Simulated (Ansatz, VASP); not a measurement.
TePb: VASP beside Ansatz

POSCAR

```
TePb
1.0
    0.0000000000      3.0853790180      3.0853790180
    3.0853790180      0.0000000000      3.0853790180
    3.0853790180      3.0853790180      0.0000000000
Pb Te
1 1
Direct
    0.0000000000      0.0000000000      0.0000000000
    0.5000000000      0.5000000000      0.5000000000
```

Contents of INCAR.step1:

```
SYSTEM = TePb
PREC = Accurate
ENCUT = 600
ISMEAR = -1
SIGMA = 0.08
LREAL = .False.
LASPH = .True.
NELM = 60
GGA = PE
ALGO = Normal
EDIFF = 1E-4
LWAVE = .True.
LCHARG = .False.
```

The input INCAR.step2:

```
SYSTEM = TePb
PREC = Accurate
ENCUT = 600
EDIFF = 1E-7
ISMEAR = -1
SIGMA = 0.08
LREAL = .False.
LASPH = .True.
NELM = 60
ALGO = Normal
ISIF = 3
LWAVE = .False.
LCHARG = .False.
METAGGA = R2SCAN
LMIXTAU = .True.
IBRION = 2
NSW = 60
EDIFFG = -0.005
ISTART = 1
```

The input KPOINTS:

```
Automatic mesh
0
Gamma
  12 12 12
  0 0 0
```

Input for Ansatz:

```yaml
crystal:
  lattice:
    - [0.0, 3.085379018, 3.085379018]
    - [3.085379018, 0.0, 3.085379018]
    - [3.085379018, 3.085379018, 0.0]
  atoms:
    - { symbol: Pb, position: [0.0, 0.0, 0.0] }
    - { symbol: Te, position: [0.5, 0.5, 0.5] }
kpoints:
  mp_grid: { grid: [12, 12, 12] }
scf:
  occupations: { method: fermi_dirac, width: 0.08 }
hamiltonian:
  xc: r2scan
  pseudopotentials: { kind: paw }
output:
  forces: true
  stress: true
relax:
  f_tol: 0.005
  max_steps: 40
  cell: {}
```

Alike in both runs: task relaxation of cell and atoms; functional r2SCAN; k mesh 12 × 12 × 12; occupations fermi-dirac, width 0.08 eV; no spin polarisation.

|  | VASP | Ansatz |
| --- | --- | --- |
| version | VASP 6.6.1 | Ansatz 0.2.0 |
| potentials or method | VASP PAW PBE potentials, release 64 (Pb_d, Te) | PAW with Ansatz's default frozen-core files, scalar-relativistic |
| plane-wave cutoff (eV) | 600 | 500 |
| valence electrons in the cell | 20 | 30 |

```tsv
	VASP	Ansatz	Ansatz less VASP
relaxed volume (Å³/atom)	34.85	34.85	+0.002
relaxed cell length with the largest relative difference (Å)	4.619	4.619	+0.0001
```

VASP's potentials were made for PBE, not for r2SCAN. VASP's potentials hold 20 valence electrons a cell and Ansatz's 30, so a difference there can come from the potentials and not from the codes.

Neither program's run includes spin-orbit coupling. Noted on VASP's run: the volume moved by over 15 % at a fixed basis, so the end points are rough.
